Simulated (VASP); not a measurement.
# BaS (I4/mmm) in VASP: single point with r2SCAN

Aim: the single point of BaS with r2SCAN.

Everything below comes from runs of VASP 6.6.1. Logs are shortened: lines on timing, memory, paths and dates and some standing lists are left out, and cuts for length are marked.

### Step 1. The cell of the first run

The structure is tetragonal, space group I4/mmm (No. 139). The conventional cell has a = 4.542 Å, b = 4.542 Å, c = 6.808 Å, α = 90.00°, β = 90.00°, γ = 90.00°. Ba (site symmetry 4/mmm) has 6 S at 3.21 to 3.40 Å within 4.2 Å. S (site symmetry 4/mmm) has 6 Ba at 3.21 to 3.40 Å within 4.2 Å.

### Step 2. Single point, r2SCAN (uniaxial z strain +6.0%)

POSCAR reads:

```
BaS
1.0
    0.0000000000      3.2117958739      3.4038612672
    3.2117958739      0.0000000000      3.4038612672
    3.2117958739      3.2117958739      0.0000000000
Ba S
1 1
Direct
    0.0000000000      0.0000000000      0.0000000000
    0.5000000000      0.5000000000      0.5000000000
```

INCAR.step1 reads:

```
ALGO     = Normal         # electronic algorithm
EDIFF    = 1E-4           # SCF threshold, eV
ENCUT    = 520            # plane-wave cutoff, eV
GGA      = PE             # functional
ISMEAR   = 0              # smearing method
LASPH    = T              # aspherical terms in the spheres
LCHARG   = F              # write CHGCAR
LREAL    = F              # projectors in reciprocal space
LWAVE    = T              # write WAVECAR
NBANDS   = 15             # bands
NELM     = 100            # most SCF steps
PREC     = Accurate       # precision mode
SIGMA    = 0.01           # smearing width, eV
```

INCAR.step2 reads:

```
ALGO     = Normal         # electronic algorithm
EDIFF    = 1E-6           # SCF threshold, eV
ENCUT    = 520            # plane-wave cutoff, eV
ISIF     = 2              # what is computed and relaxed
ISMEAR   = 0              # smearing method
ISTART   = 1            
LASPH    = T              # aspherical terms in the spheres
LCHARG   = T              # write CHGCAR
LELF     = T              # ELF
LMIXTAU  = T            
LREAL    = F              # projectors in reciprocal space
LVHAR    = T            
LWAVE    = F              # write WAVECAR
METAGGA  = R2SCAN         # meta-GGA
NBANDS   = 15             # bands
NELM     = 100            # most SCF steps
PREC     = Accurate       # precision mode
SIGMA    = 0.01           # smearing width, eV
```

KPOINTS reads:

```
k-points
0
Gamma
  8 8 8
```

Potentials or basis: VASP PAW PBE potentials, release 64 (Ba_sv, S).

Run with:

```console
$ cat potpaw_PBE.64/Ba_sv/POTCAR potpaw_PBE.64/S/POTCAR > POTCAR
$ cp INCAR.step1 INCAR
$ mpirun -np 1 vasp_std > vasp.out
$ cp INCAR.step2 INCAR
$ mpirun -np 1 vasp_std > vasp.out
```

OUTCAR:

```text
EDIFF = 1E-6
   ENCUT = 520
   ISIF = 2
   ISMEAR = 0
   ISTART = 1
   LASPH = T
   LREAL = F
   METAGGA = R2SCAN
   NELM = 100
   PREC = Accurate

 ion  position               nearest neighbor table
   1  0.000  0.000  0.000-   2 3.21   2 3.21   2 3.21   2 3.21   2 3.40   2 3.40
   2  0.500  0.500  0.500-   1 3.21   1 3.21   1 3.21   1 3.21   1 3.40   1 3.40

  LATTYP: Found a body centered tetragonal cell.
 ALAT       =     4.5421652844
 C/A-ratio  =     1.4987835334

  Lattice vectors:

 A1 = (  -3.2117958739,   0.0000000000,   3.4038612672)
 A2 = (   3.2117958739,   0.0000000000,   3.4038612672)
 A3 = (   0.0000000000,   3.2117958739,  -3.4038612672)

Analysis of symmetry for initial positions (statically):
=====================================================================
 Subroutine PRICEL returns:
 Original cell was already a primitive cell.

 Routine SETGRP: Setting up the symmetry group for a
 body centered tetragonal supercell.

 Subroutine GETGRP returns: Found 16 space group operations
 (whereof 16 operations were pure point group operations)
 out of a pool of 16 trial point group operations.

The static configuration has the point symmetry D_4h.

Analysis of symmetry for dynamics (positions and initial velocities):
=====================================================================
 Subroutine PRICEL returns:
 Original cell was already a primitive cell.

 Routine SETGRP: Setting up the symmetry group for a
 body centered tetragonal supercell.

 Subroutine GETGRP returns: Found 16 space group operations
 (whereof 16 operations were pure point group operations)
 out of a pool of 16 trial point group operations.

The dynamic configuration has the point symmetry D_4h.

 Subroutine INISYM returns: Found 16 space group operations
 (whereof 16 operations are pure point group operations),
 and found     1 'primitive' translations

----------------------------------------------------------------------------------------

                                     Primitive cell

  volume of cell :      70.2260

  direct lattice vectors                    reciprocal lattice vectors
     0.000000000  3.211795874  3.403861267    -0.155676145  0.155676145  0.146892003
     3.211795874  0.000000000  3.403861267     0.155676145 -0.155676145  0.146892003
     3.211795874  3.211795874  0.000000000     0.155676145  0.155676145 -0.146892003

  length of vectors
     4.679947036  4.679947036  4.542165284     0.264664665  0.264664665  0.264664665

  position of ions in fractional coordinates (direct lattice)
     0.000000000  0.000000000  0.000000000
     0.500000000  0.500000000  0.500000000

  ion indices of the primitive-cell ions
   primitive index   ion index
                 1           1
                 2           2

----------------------------------------------------------------------------------------

 KPOINTS: k-points

Automatic generation of k-mesh.
 Grid dimensions read from file:
 generate k-points for:    8    8    8

 Generating k-lattice:

  Cartesian coordinates                     Fractional coordinates (reciprocal lattice)
    -0.019459518  0.019459518  0.018361500     0.125000000  0.000000000  0.000000000
     0.019459518 -0.019459518  0.018361500     0.000000000  0.125000000  0.000000000
     0.019459518  0.019459518 -0.018361500     0.000000000  0.000000000  0.125000000

  Length of vectors
     0.033083083  0.033083083  0.033083083

  Shift w.r.t. Gamma in fractional coordinates (k-lattice)
     0.000000000  0.000000000  0.000000000

 Subroutine IBZKPT returns following result:
 ===========================================

 Found     59 irreducible k-points:

 Following reciprocal coordinates:
            Coordinates               Weight
  0.000000  0.000000  0.000000      1.000000
  0.125000  0.000000  0.000000      8.000000
  0.250000  0.000000  0.000000      8.000000
  0.375000  0.000000  0.000000      8.000000
  0.500000  0.000000  0.000000      4.000000
  0.125000  0.125000  0.000000      2.000000
[... 16 lines left out ...]
  0.250000  0.000000  0.125000     16.000000
  0.375000 -0.000000  0.125000     16.000000
 [... further k-points ...]
   k-points           NKPTS =     59   k-points in BZ     NKDIM =     59   number of bands    NBANDS=     15
   number of dos      NEDOS =    301   number of ions     NIONS =      2
   total plane-waves  NPLWV =  46656
   dimension x,y,z NGX =    36 NGY =   36 NGZ =   36
   dimension x,y,z NGXF=    72 NGYF=   72 NGZF=   72
   ions per type =               1   1
   NGX,Y,Z   is equivalent  to a cutoff of  12.79, 12.79, 13.18 a.u.
   NGXF,Y,Z  is equivalent  to a cutoff of  25.58, 25.58, 26.35 a.u.
 SYSTEM =  unknown system
   PREC   = accura    normal or accurate (medium, high low for compatibility)
   ISTART =      1    job   : 0-new  1-cont  2-samecut
   ICHARG =      0    charge: 1-file 2-atom 10-const
   ISPIN  =      1    spin polarized calculation?
   LNONCOLLINEAR =      F non collinear calculations
   LSORBIT =      F    spin-orbit coupling
   LASPH  =      T    aspherical Exc in radial PAW
   ENCUT  =  520.0 eV  38.22 Ry    6.18 a.u.   8.70  8.70  8.45*2*pi/ulx,y,z
   NELM   =    100;   NELMIN=  2; NELMDL=  0     # of ELM steps
   EDIFF  = 0.1E-05   stopping-criterion for ELM
   LREAL  =      F    real-space projection
   EDIFFG = 0.1E-04   stopping-criterion for IOM
   NSW    =      0    number of steps for IOM
   IBRION =     -1    ionic relax: 0-MD 1-quasi-New 2-CG
   NFREE  =      0    steps in history (QN), initial steepest desc. (CG)
   ISIF   =      2    stress and relaxation
   ISYM   =      2    0-nonsym 1-usesym 2-fastsym
   POTIM  = 0.5000    time-step for ionic-motion
   TEBEG  =    0.0;   TEEND  =   0.0 temperature during run
   PSTRESS=    0.0 pullay stress
   NELECT =      16.0000    total number of electrons
   NUPDOWN=      -1.0000    fix difference up-down
   EMIN   =  10.00;   EMAX   =-10.00  energy-range for DOS
   EFERMI =   0.00;   METHOD = LEGACY
   ISMEAR =     0;   SIGMA  =   0.01  broadening in eV -4-tet -1-fermi 0-gaus
   EFERMI_NEDOS =   21; number of points for ismear=-14 and -15
   IALGO  =     38    algorithm
   IMIX   =      4    mixing-type and parameters
     AMIX     =   0.40;   BMIX     =  1.00
     AMIX_MAG =   1.60;   BMIX_MAG =  1.00
  volume/ion in A,a.u.               =      35.11       236.95
  Fermi-wavevector in a.u.,A,eV,Ry     =   0.999882  1.889504 13.602626  0.999765
  Thomas-Fermi vector in A             =   2.132202
   LORBIT       =      0    0 simple, 1 ext, 2 COOP (PROOUT), +10 PAW based schemes
   METAGGA = R2SCAN    functional components
   LHFCALC =     F    Hartree Fock is set to
   AEXX    =    0.0000 exact exchange contribution
   IVDW    =     0    specifies the selected vdW correction
   LEPSILON=     F    determine dielectric tensor
   LRPA    =     F    only Hartree local field effects (RPA)
 non-spin polarized calculation
 Gauss-broadening in eV      SIGMA  =   0.01
  energy-cutoff  :      520.00
  volume of cell :       70.23
 maximum number of plane-waves:      1907
   NGX = 17   NGY = 17   NGZ = 17

 number of electron      15.9999999 magnetization

 Free energy of the ion-electron system (eV)
  ---------------------------------------------------
  ext. energy  EPLUGINS =         0.00000000
  ---------------------------------------------------
  free energy    TOTEN  =       -39.15941306 eV

  energy without entropy =      -39.15941306  energy(sigma->0) =      -39.15941306

 E-fermi :   1.0295     XC(G=0):  -8.7469

 val. band max:        0.8968060045   @ k =   0.0000   0.0000   0.0000
 cond. band min:       3.4138092577   @ k =   0.5000   0.0000   0.5000
 fundamental gap:      2.5170032532
 Fermi energy:         1.0294882490

 k-point     1 :       0.0000    0.0000    0.0000
  band No.  band energies     occupation
      1     -26.2051      2.00000
      2     -10.8688      2.00000
      3     -10.8387      2.00000
      4     -10.8387      2.00000
      5      -9.8443      2.00000
      6       0.7647      2.00000
      7       0.8968      2.00000
      8       0.8968      2.00000
      9       4.5720      0.00000
     10       4.8928      0.00000
     11       5.2680      0.00000
     12       5.2680      0.00000
     13       6.0845      0.00000
     14       6.2568      0.00000
     15       9.9045      0.00000

 k-point     2 :       0.1250    0.0000    0.0000
  band No.  band energies     occupation
      1     -26.2004      2.00000
      2     -11.0668      2.00000
      3     -10.8696      2.00000
      4     -10.8396      2.00000
      5      -9.6067      2.00000
      6       0.4802      2.00000
      7       0.6529      2.00000
      8       0.7057      2.00000
      9       4.9809      0.00000
     10       5.1367      0.00000
     11       5.3731      0.00000
     12       5.4733      0.00000
     13       6.4962      0.00000
     14       6.6941      0.00000
     15      10.5007      0.00000

 k-point     3 :       0.2500    0.0000    0.0000
  band No.  band energies     occupation
      1     -26.1889      2.00000
      2     -11.4213      2.00000
      3     -10.8884      2.00000
      4     -10.8416      2.00000
      5      -9.2105      2.00000
      6      -0.1840      2.00000
      7       0.2998      2.00000
      8       0.3159      2.00000
      9       5.3067      0.00000
     10       5.9209      0.00000
     11       6.0502      0.00000
     12       6.2062      0.00000
     13       7.5242      0.00000
     14       7.8033      0.00000
     15      11.5615      0.00000
[... 343 lines left out ...]
 k-point    23 :       0.2500    0.0000    0.1250
  band No.  band energies     occupation
      1     -26.1888      2.00000
      2     -11.3509      2.00000
      3     -10.9055      2.00000
      4     -10.8751      2.00000
      5      -9.2639      2.00000
      6      -0.2364      2.00000
      7       0.4547      2.00000
      8       0.5742      2.00000
      9       4.7287      0.00000
     10       5.5625      0.00000
     11       6.1252      0.00000
     12       6.4075      0.00000
     13       6.8400      0.00000
     14       8.5646      0.00000
     15      11.7136      0.00000

 k-point    24 :       0.3750   -0.0000    0.1250
  band No.  band energies     occupation
      1     -26.1774      2.00000
      2     -11.5875      2.00000
      3     -10.9237      2.00000
      4     -10.8775      2.00000
      5      -9.0270      2.00000
      6      -0.5606      2.00000
      7       0.0985      2.00000
      8       0.2381      2.00000
      9       5.0720      0.00000
     10       6.6011      0.00000
     11       6.9480      0.00000
     12       7.1660      0.00000
     13       7.8966      0.00000
     14       9.3872      0.00000
     15      11.1948      0.00000

 [... further k-points ...]

------------------------ aborting loop because EDIFF is reached ----------------------------------------

  FORCE on cell =-STRESS in cart. coord.  units (eV):
  Direction    XX          YY          ZZ          XY          YZ          ZX
  --------------------------------------------------------------------------------------
  -------------------------------------------------------------------------------------
  Total       -0.1512259     -0.1512259     -1.6398292      0.0000000      0.0000000     -0.0000000
  in kB       -3.4501587     -3.4501587    -37.4120479      0.0000000      0.0000000     -0.0000000
  external PRESSURE =     -14.7707884 kB  Pullay stress =       0.0000000 kB

 VOLUME and BASIS-vectors are now :
 -----------------------------------------------------------------------------
  energy-cutoff  :      520.00
  volume of cell :       70.23
      direct lattice vectors                 reciprocal lattice vectors
     0.000000000  3.211795874  3.403861267    -0.155676145  0.155676145  0.146892003
     3.211795874  0.000000000  3.403861267     0.155676145 -0.155676145  0.146892003
     3.211795874  3.211795874  0.000000000     0.155676145  0.155676145 -0.146892003

 POSITION                                       TOTAL-FORCE (eV/Angst)
 -----------------------------------------------------------------------------------
      0.00000      0.00000      0.00000         0.000000     -0.000000      0.000000
      3.21180      3.21180      3.40386         0.000000      0.000000     -0.000000
 -----------------------------------------------------------------------------------
    total drift:                                0.000000      0.000000      0.000000

  FREE ENERGIE OF THE ION-ELECTRON SYSTEM (eV)
  ---------------------------------------------------
  free  energy   TOTEN  =       -39.1594130636 eV

  energy  without entropy=      -39.1594130636  energy(sigma->0) =      -39.15941306
```

Run time: 3.5 min. Hardware: 1 thread of Intel Xeon Platinum 8375C at 2.90GHz (Ice Lake), shared host; peak memory 0.25 GiB.

What came out:

```yaml
Free_energy: -39.1594 eV
Pressure: -1.5 GPa
Band_gap_on_the_k_mesh: 2.52 eV (least direct gap 2.69 eV)
```

Caveat: the cell differs from its parent crystal (uniaxial z strain +6.0%); the PAW data sets were made with another functional, which shifts forces and pressure a little; spin-orbit coupling is left out, which moves the levels of the heavy elements. A k mesh can miss the band edges.
